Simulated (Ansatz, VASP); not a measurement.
One calculation of NaH, two programs

File POSCAR:

```
NaH
1.0
    0.0000000000      2.5969210614      2.5969210614
    2.5969210614      0.0000000000      2.5969210614
    2.5969210614      2.5969210614      0.0000000000
Na H
1 1
Direct
    0.0000000000      0.0000000000      0.0000000000
    0.2500000000      0.2500000000      0.2500000000
```

Contents of INCAR.step1:

```
SYSTEM = NaH
PREC = Accurate ; ENCUT = 520
EDIFF = 1E-5 ; ISMEAR = 0
SIGMA = 0.01 ; LREAL = .False.
LASPH = .True. ; NELM = 80
ALGO = Normal ; ISIF = 2
LWAVE = .True. ; LCHARG = .False.
GGA = PE ; NBANDS = 11
```

The input INCAR.step2:

```
SYSTEM = NaH
PREC = Accurate ; ENCUT = 520
EDIFF = 1E-6 ; ISMEAR = 0
SIGMA = 0.01 ; LREAL = .False.
LASPH = .True. ; NELM = 80
ALGO = Normal ; ISIF = 2
LWAVE = .False. ; LCHARG = .False.
GGA = PE ; LHFCALC = .True.
HFSCREEN = 0.2079 ; PRECFOCK = Normal
ISTART = 1 ; NBANDS = 11
```

File KPOINTS:

```
regular mesh
0
Gamma
  4 4 4
  0 0 0
```

Input for Ansatz:

```yaml
crystal:
  lattice:
    - [0.0, 2.5969210614, 2.5969210614]
    - [2.5969210614, 0.0, 2.5969210614]
    - [2.5969210614, 2.5969210614, 0.0]
  atoms:
    - { symbol: Na, position: [0.0, 0.0, 0.0] }
    - { symbol: H, position: [0.25, 0.25, 0.25] }
kpoints:
  mp_grid: { grid: [4, 4, 4] }
hamiltonian:
  xc: hse06
scf:
  occupations: { method: fixed }
  n_extra_bands: 4
output:
  forces: true
  stress: true
  eigenvalues: true
```

Alike in both runs: task single point; functional HSE06; k mesh 4 × 4 × 4; no spin polarisation.

|  | VASP | Ansatz |
| --- | --- | --- |
| version | VASP 6.6.1 | Ansatz 0.2.0 |
| potentials or method | VASP PAW PBE potentials, release 64 (Na_pv, H) | plane waves, PAW |
| plane-wave cutoff (eV) | 520 | 420 |
| occupations | gaussian, width 0.01 eV | fixed |
| valence electrons in the cell | 8 | 10 |

|  | VASP | Ansatz | Ansatz less VASP |
| --- | --- | --- | --- |
| gap on the k mesh at the Fermi level (eV) | 4.61 | 4.62 | +0.005 |
| pressure (GPa) | 0.1 | 0.0 | 0.00 |

VASP's potentials hold 8 valence electrons a cell and Ansatz's 10, so a difference there can come from the potentials and not from the codes. Ansatz's warnings: stress exchange threshold loose, stress scf threshold loose.

The k mesh is coarse, so the values compare programs but aren't converged.
